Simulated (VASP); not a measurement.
## GaSe4: single point with PBE

GaSe4:

```
Ga Se
1.0
     5.14253    0.00000    0.00000
     0.00000    5.14253    0.00000
     0.00000    0.00000    5.14253
Ga Se
1 4
Direct
  0.50000 0.50000 0.50000
  0.50000 0.00000 0.00000
  0.00000 0.50000 0.00000
  0.00000 0.00000 0.50000
  0.00000 0.00000 0.00000
```

```yaml
Program: VASP 6.6.1
Task: single point
Functional: PBE
Potentials_or_basis: VASP PAW PBE potentials, release 64 (Ga_d, Se)
Cutoff: 520 eV
k_mesh: 8 × 8 × 8
Occupations: gaussian, width 0.1 eV
Spin: no spin polarisation
Dipole_correction: no
Further_INCAR_settings: ALGO = Normal; EDIFF = 1e-06; NBANDS = 26
```

```yaml
Pressure: 0.0 GPa
```

Levels at points of the mesh, in eV from the Fermi level:
```
           k point  band 16  band 17  band 18  band 19  band 20  band 21  band 22  band 23
(0.00, 0.00, 0.00)    -0.92    -0.57    -0.57    -0.57     4.49     4.49     4.49     5.31
(0.50, 0.00, 0.00)    -0.99    -0.77    -0.58    -0.58     0.80     2.50     3.78     3.78
(0.50, 0.50, 0.00)    -1.35    -1.19    -0.68    -0.68    -0.18     0.64     2.69     4.10
(0.50, 0.50, 0.50)    -1.43    -1.17    -1.17     0.41     0.66     0.66     0.66     4.65
```

It took 74 s on 1 thread of AMD EPYC 7R13 Processor (Zen 3) (shared host), peak memory 0.26 GiB.
